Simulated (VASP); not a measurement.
# TaN (P-6m2) in VASP: a series of runs, part 2 of 2

VASP 6.6.1. Earlier steps stand in the parts before.

**3. Single point, PBEsol**

This run uses another cell than the first one, of the same volume but with other edges.

The input, INCAR:

```
SYSTEM = TaN
ALGO     = Normal         ! electronic algorithm
EDIFF    = 1E-7           ! SCF threshold, eV
ENCUT    = 520            ! plane-wave cutoff, eV
GGA      = PS             ! functional
ISIF     = 2              ! what is computed and relaxed
ISMEAR   = 0              ! smearing method
LASPH    = .TRUE.         ! aspherical terms in the spheres
LCHARG   = .TRUE.         ! write CHGCAR
LELF     = .TRUE.         ! ELF
LREAL    = .FALSE.        ! projectors in reciprocal space
LVHAR    = .TRUE.       
LWAVE    = .FALSE.        ! write WAVECAR
NBANDS   = 15             ! bands
NELM     = 60             ! most SCF steps
PREC     = Accurate       ! precision mode
SIGMA    = 0.15           ! smearing width, eV
```

The input, KPOINTS:

```
k-points
0
G
  18 18 16
  0 0 0
```

The input, POSCAR:

```
TaN
1.0
    2.8875000000      0.0000000000      0.0000000000
   -1.4437500000      2.5006483534      0.0000000000
    0.0000000000      0.0000000000      3.0143000000
Ta N
1 1
Direct
    0.3333333333      0.6666666667      0.5000000000
    0.0000000000      0.0000000000      0.0000000000
```

Potentials or basis: VASP PAW PBE potentials, release 64 (Ta_pv, N).

Run with:

```sh
$ cat potpaw_PBE.64/Ta_pv/POTCAR potpaw_PBE.64/N/POTCAR > POTCAR
$ mpirun -np 1 vasp_std > vasp.out
```

OUTCAR:

```text
SYSTEM = TaN
   EDIFF = 1E-7
   ENCUT = 520
   GGA = PS
   ISIF = 2
   ISMEAR = 0
   LASPH = .TRUE.
   LREAL = .FALSE.
   NELM = 60
   PREC = Accurate

 ion  position               nearest neighbor table
   1  0.333  0.667  0.500-   2 2.25   2 2.25   2 2.25   2 2.25   2 2.25   2 2.25
   2  0.000  0.000  0.000-   1 2.25   1 2.25   1 2.25   1 2.25   1 2.25   1 2.25

  LATTYP: Found a hexagonal cell.
 ALAT       =     2.8875000000
 C/A-ratio  =     1.0439134199

  Lattice vectors:

 A1 = (   2.8875000000,   0.0000000000,   0.0000000000)
 A2 = (  -1.4437500000,   2.5006483534,   0.0000000000)
 A3 = (   0.0000000000,   0.0000000000,   3.0143000000)

Analysis of symmetry for initial positions (statically):
=====================================================================
 Subroutine PRICEL returns:
 Original cell was already a primitive cell.

 Routine SETGRP: Setting up the symmetry group for a
 hexagonal supercell.

 Subroutine GETGRP returns: Found 12 space group operations
 (whereof 12 operations were pure point group operations)
 out of a pool of 24 trial point group operations.

The static configuration has the point symmetry D_3h.

Analysis of symmetry for dynamics (positions and initial velocities):
=====================================================================
 Subroutine PRICEL returns:
 Original cell was already a primitive cell.

 Routine SETGRP: Setting up the symmetry group for a
 hexagonal supercell.

 Subroutine GETGRP returns: Found 12 space group operations
 (whereof 12 operations were pure point group operations)
 out of a pool of 24 trial point group operations.

The dynamic configuration has the point symmetry D_3h.

 Subroutine INISYM returns: Found 12 space group operations
 (whereof 12 operations are pure point group operations),
 and found     1 'primitive' translations

----------------------------------------------------------------------------------------

                                     Primitive cell

  volume of cell :      21.7651

  direct lattice vectors                    reciprocal lattice vectors
     2.887500000  0.000000000  0.000000000     0.346320346  0.199948145  0.000000000
    -1.443750000  2.500648353  0.000000000     0.000000000  0.399896290  0.000000000
     0.000000000  0.000000000  3.014300000     0.000000000  0.000000000  0.331751982

  length of vectors
     2.887500000  2.887500000  3.014300000     0.399896290  0.399896290  0.331751982

  position of ions in fractional coordinates (direct lattice)
     0.333333333  0.666666667  0.500000000
     0.000000000  0.000000000  0.000000000

  ion indices of the primitive-cell ions
   primitive index   ion index
                 1           1
                 2           2

----------------------------------------------------------------------------------------

 KPOINTS: k-points

Automatic generation of k-mesh.
 Grid dimensions read from file:
 generate k-points for:   18   18   16

 Generating k-lattice:

  Cartesian coordinates                     Fractional coordinates (reciprocal lattice)
     0.019240019  0.011108230  0.000000000     0.055555556 -0.000000000  0.000000000
     0.000000000  0.022216461  0.000000000     0.000000000  0.055555556  0.000000000
     0.000000000  0.000000000  0.020734499     0.000000000  0.000000000  0.062500000
[... 41 lines left out ...]
   total plane-waves  NPLWV =  13824
   dimension x,y,z NGX =    24 NGY =   24 NGZ =   24
   dimension x,y,z NGXF=    48 NGYF=   48 NGZF=   48
   ions per type =               1   1
   NGX,Y,Z   is equivalent  to a cutoff of  13.82, 13.82, 13.24 a.u.
   NGXF,Y,Z  is equivalent  to a cutoff of  27.64, 27.64, 26.47 a.u.
 SYSTEM =  TaN
   PREC   = accura    normal or accurate (medium, high low for compatibility)
   ISTART =      0    job   : 0-new  1-cont  2-samecut
   ICHARG =      2    charge: 1-file 2-atom 10-const
   ISPIN  =      1    spin polarized calculation?
   LNONCOLLINEAR =      F non collinear calculations
   LSORBIT =      F    spin-orbit coupling
   LASPH  =      T    aspherical Exc in radial PAW
   ENCUT  =  520.0 eV  38.22 Ry    6.18 a.u.   5.37  5.37  5.60*2*pi/ulx,y,z
   NELM   =     60;   NELMIN=  2; NELMDL= -5     # of ELM steps
   EDIFF  = 0.1E-06   stopping-criterion for ELM
   LREAL  =      F    real-space projection
   EDIFFG = 0.1E-05   stopping-criterion for IOM
   NSW    =      0    number of steps for IOM
   IBRION =     -1    ionic relax: 0-MD 1-quasi-New 2-CG
   NFREE  =      0    steps in history (QN), initial steepest desc. (CG)
   ISIF   =      2    stress and relaxation
   ISYM   =      2    0-nonsym 1-usesym 2-fastsym
   POTIM  = 0.5000    time-step for ionic-motion
   TEBEG  =    0.0;   TEEND  =   0.0 temperature during run
   PSTRESS=    0.0 pullay stress
   NELECT =      16.0000    total number of electrons
   NUPDOWN=      -1.0000    fix difference up-down
   EMIN   =  10.00;   EMAX   =-10.00  energy-range for DOS
   EFERMI =   0.00;   METHOD = LEGACY
   ISMEAR =     0;   SIGMA  =   0.15  broadening in eV -4-tet -1-fermi 0-gaus
   EFERMI_NEDOS =   21; number of points for ismear=-14 and -15
   IALGO  =     38    algorithm
   IMIX   =      4    mixing-type and parameters
     AMIX     =   0.40;   BMIX     =  1.00
     AMIX_MAG =   1.60;   BMIX_MAG =  1.00
  volume/ion in A,a.u.               =      10.88        73.44
  Fermi-wavevector in a.u.,A,eV,Ry     =   1.477501  2.792072 29.701645  2.183009
  Thomas-Fermi vector in A             =   2.591897
   LORBIT       =      0    0 simple, 1 ext, 2 COOP (PROOUT), +10 PAW based schemes
   GGA     = PS    functional components
   LHFCALC =     F    Hartree Fock is set to
   AEXX    =    0.0000 exact exchange contribution
   IVDW    =     0    specifies the selected vdW correction
   LEPSILON=     F    determine dielectric tensor
   LRPA    =     F    only Hartree local field effects (RPA)
 non-spin polarized calculation
 Gauss-broadening in eV      SIGMA  =   0.15
  energy-cutoff  :      520.00
  volume of cell :       21.77
 maximum number of plane-waves:       612
 NGX is ok and might be reduce to    24

 number of electron      15.9999999 magnetization

 Free energy of the ion-electron system (eV)
  ---------------------------------------------------
  ext. energy  EPLUGINS =         0.00000000
  ---------------------------------------------------
  free energy    TOTEN  =       -23.68605498 eV

  energy without entropy =      -23.68536294  energy(sigma->0) =      -23.68570896

 E-fermi :   7.9146     XC(G=0): -13.4605

 val. band max:        7.9112010160   @ k =   0.0556  -0.0000   0.5000
 cond. band min:       7.9579432414   @ k =   0.0556  -0.0000   0.4375
 fundamental gap:      0.0467422254
 Fermi energy:         7.9146301072

 k-point     1 :       0.0000    0.0000    0.0000
  band No.  band energies     occupation
      1     -26.9932      2.00000
      2     -26.5196      2.00000
      3     -26.5196      2.00000
      4      -9.5991      2.00000
      5       3.5553      2.00000
      6       3.9596      2.00000
      7       3.9596      2.00000
      8       4.7366      2.00000
      9      10.6606      0.00000
     10      11.1795      0.00000
     11      11.1795      0.00000
     12      11.8128      0.00000
     13      11.8128      0.00000
     14      20.8592      0.00000
[... 401 lines left out ...]
      2     -26.8671      2.00000
      3     -26.8181      2.00000
      4      -7.1584      2.00000
      5       0.0620      2.00000
      6       2.4227      2.00000
      7       3.9038      2.00000
      8       5.8096      2.00000
      9       9.8488      0.00000
     10      11.1950      0.00000
     11      12.8134      0.00000
     12      13.7667      0.00000
     13      16.5284      0.00000
     14      20.1785      0.00000
     15      21.2844      0.00000

 [... further k-points ...]

------------------------ aborting loop because EDIFF is reached ----------------------------------------

  FORCE on cell =-STRESS in cart. coord.  units (eV):
  Direction    XX          YY          ZZ          XY          YZ          ZX
  --------------------------------------------------------------------------------------
  -------------------------------------------------------------------------------------
  Total        0.6223274      0.6223274     -4.6047071      0.0000000     -0.0000000      0.0000000
  in kB       45.8108601     45.8108601   -338.9623818      0.0000000     -0.0000000      0.0000000
  external PRESSURE =     -82.4468872 kB  Pullay stress =       0.0000000 kB

 VOLUME and BASIS-vectors are now :
 -----------------------------------------------------------------------------
  energy-cutoff  :      520.00
  volume of cell :       21.77
      direct lattice vectors                 reciprocal lattice vectors
     2.887500000  0.000000000  0.000000000     0.346320346  0.199948145  0.000000000
    -1.443750000  2.500648353  0.000000000     0.000000000  0.399896290  0.000000000
     0.000000000  0.000000000  3.014300000     0.000000000  0.000000000  0.331751982

 POSITION                                       TOTAL-FORCE (eV/Angst)
 -----------------------------------------------------------------------------------
     -0.00000      1.66710      1.50715        -0.000000      0.000000      0.000000
      0.00000      0.00000      0.00000         0.000000      0.000000      0.000000
 -----------------------------------------------------------------------------------
    total drift:                                0.000000     -0.000000     -0.000000

  FREE ENERGIE OF THE ION-ELECTRON SYSTEM (eV)
  ---------------------------------------------------
  free  energy   TOTEN  =       -23.6860549841 eV

  energy  without entropy=      -23.6853629358  energy(sigma->0) =      -23.68570896
```

Run time: 36 s. Hardware: 1 thread of Intel Xeon 6975P-C (Granite Rapids), shared host; peak memory 0.23 GiB.

What came out:

- Free energy: -23.6861 eV
- Pressure: -8.2 GPa
- Band gap on the k mesh: zero (band 8 reaches 8.23 eV, above the bottom of band 9 at 7.80 eV)

Levels at points of the mesh, in eV from the Fermi level:
| k point | band 5 | band 6 | band 7 | band 8 | band 9 | band 10 | band 11 | band 12 |
| --- | --- | --- | --- | --- | --- | --- | --- | --- |
| (0.00, 0.00, 0.00) | -4.36 | -3.96 | -3.96 | -3.18 | 2.75 | 3.26 | 3.26 | 3.90 |
| (0.50, 0.00, 0.00) | -8.09 | -5.57 | -3.49 | -2.74 | 2.77 | 4.54 | 4.86 | 5.72 |
| (0.00, 0.00, 0.50) | -9.31 | -3.11 | -3.11 | -0.12 | -0.12 | 1.53 | 3.73 | 3.73 |
| (0.50, 0.00, 0.50) | -7.17 | -6.16 | -5.12 | -0.56 | 4.09 | 5.44 | 5.72 | 7.10 |

Caveat: the PAW data sets were made with another functional, which shifts forces and pressure a little; spin-orbit coupling is left out, which moves the levels of the heavy elements.

**4. Single point, PBEsol**

This run uses another cell than the first one, of 11.03 Å³/atom, 1.015 times its volume.

The input, INCAR:

```
SYSTEM = TaN
PREC = Accurate ; ENCUT = 520
EDIFF = 1E-6 ; ISMEAR = 0
SIGMA = 0.15 ; LREAL = .FALSE.
LASPH = .TRUE. ; NELM = 100
ALGO = Normal ; ISIF = 2
LWAVE = .FALSE. ; LCHARG = .TRUE.
GGA = PS ; LELF = .TRUE.
LVHAR = .TRUE. ; NBANDS = 15
```

The input, KPOINTS:

```
Automatic mesh
0
G
  18 18 16
  0 0 0
```

The input, POSCAR:

```
TaN
1.0
    2.9971000000      0.0000000000      0.0000000000
   -1.4985500000      2.5955647377      0.0000000000
    0.0000000000      0.0000000000      2.8349000000
Ta N
1 1
Direct
    0.3333333333      0.6666666667      0.5000000000
    0.0000000000      0.0000000000      0.0000000000
```

Run with:

```sh
$ cat potpaw_PBE.64/Ta_pv/POTCAR potpaw_PBE.64/N/POTCAR > POTCAR
$ mpirun -np 1 vasp_std > vasp.out
```

Wall time 31 s (1 thread of Intel Xeon 6975P-C (Granite Rapids), shared host); peak memory 0.23 GiB.

The run converged. Its results:

```
Free energy            : -23.7437 eV
Pressure               : -10.4 GPa
Band gap on the k mesh : zero (band 8 reaches 8.12 eV, above the bottom of band 9 at 7.81 eV)
```

Stress tensor (GPa, compression positive):
```
-17.67   0.00   0.00
  0.00 -17.67   0.00
  0.00   0.00   4.07
```

Levels at points of the mesh, in eV from the Fermi level:
```tsv
k point	band 5	band 6	band 7	band 8	band 9	band 10	band 11	band 12
(0.00, 0.00, 0.00)	-4.73	-4.73	-4.03	-2.63	1.78	3.70	3.70	3.95
(0.50, 0.00, 0.00)	-8.22	-4.74	-3.39	-3.30	3.08	3.59	4.90	5.30
(0.00, 0.00, 0.50)	-9.19	-3.94	-3.94	-0.04	-0.04	2.88	3.00	3.00
(0.50, 0.00, 0.50)	-7.23	-6.05	-5.79	-0.24	3.97	4.99	6.11	6.80
```

Caveat: the PAW data sets were made with another functional, which shifts forces and pressure a little; spin-orbit coupling is left out, which moves the levels of the heavy elements.

**5. Summary**

```csv
cell,gap on the mesh (eV),pressure (GPa)
"a = 3.034, b = 3.034, c = 2.727 Å, angles 90.0, 90.0, 120.0°, 2 atoms",none,-2.8
"a = 2.888, b = 2.887, c = 3.014 Å, angles 90.0, 90.0, 120.0°, 2 atoms",none,-8.2
"a = 2.997, b = 2.997, c = 2.835 Å, angles 90.0, 90.0, 120.0°, 2 atoms",none,-10.4
```

Alike in all rows: task single point; level PBEsol; potentials or basis VASP PAW PBE potentials, release 64 (Ta_pv, N); no spin polarisation; k mesh 18 × 18 × 16; cutoff (eV) 520; smearing gaussian 0.15 eV.

Caveats: the PAW data sets were made with another functional, which shifts forces and pressure a little; spin-orbit coupling is left out, which moves the levels of the heavy elements.

Absolute energies hang on the potentials; compare differences alone.
